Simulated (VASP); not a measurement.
Rh, 2 atoms in the cell. The structure is hexagonal, space group P6_3/mmc (No. 194). The conventional cell has a = 2.689 Å, b = 2.689 Å, c = 4.391 Å, α = 90.00°, β = 90.00°, γ = 120.00°. Rh (site symmetry -6m2) has 12 Rh at 2.69 Å within 3.5 Å. 

```yaml
Program: VASP 6.6.1
Task: relaxation of cell and atoms
Functional: revPBE
Potentials_or_basis: VASP PAW PBE potentials, release 64 (Rh_pv)
Cutoff: 600 eV
k_mesh: 13 × 13 × 7
Occupations: fermi-dirac, width 0.1 eV
Spin: no spin polarisation
Dipole_correction: no
Further_INCAR_settings: ALGO = Normal; EDIFF = 1e-06; IBRION = 2; EDIFFG = -0.01; NSW = 80; ISIF = 3
```

Potentials or basis: VASP PAW PBE potentials, release 64 (Rh_pv).

The run is started by

```sh
$ cat potpaw_PBE.64/Rh_pv/POTCAR > POTCAR
$ mpirun -np 1 vasp_std > vasp.out
```

Hardware: 1 thread of Intel(R) Xeon(R) 6975P-C (Granite Rapids) (shared host).

Estimate the wall time of this run.

Run time: 99 s on 1 thread of Intel(R) Xeon(R) 6975P-C (Granite Rapids), with other jobs on the host, peak memory 0.19 GiB. Counts: scf iterations 76, k points 84, ion steps 13.
